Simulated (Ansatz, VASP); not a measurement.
# Two plane-wave programs on Pd

```
Pd
1.0
    -1.57228    1.57228    1.57228
     1.57228   -1.57228    1.57228
     1.57228    1.57228   -1.57228
Pd
1
Direct
  0.00000 0.00000 0.00000
```

Alike in both runs: task single point; functional PBE; k mesh 12 × 12 × 12; occupations gaussian, width 0.02 eV; no spin polarisation.

|  | VASP | Ansatz |
| --- | --- | --- |
| version | VASP 6.6.1 | Ansatz 0.2.0 |
| potentials or method | VASP PAW PBE potentials, release 64 (Pd) | Ansatz PAW |
| plane-wave cutoff (eV) | 500 | 420 |
| valence electrons in the cell | 10 | 18 |

Ansatz gave:

* gap on the k mesh at the Fermi level (eV): none
* pressure (GPa): -1.2

Q: Estimate VASP's values.

A: gap on the k mesh at the Fermi level (eV): none; pressure (GPa): -1.5.

A gap of «none» marks a metal or a gap that the smearing closes. With one functional, cell and mesh, what is left measures potentials, basis and numerics. VASP's potentials hold 10 valence electrons a cell and Ansatz's 18, so a difference there can come from the potentials and not from the codes.
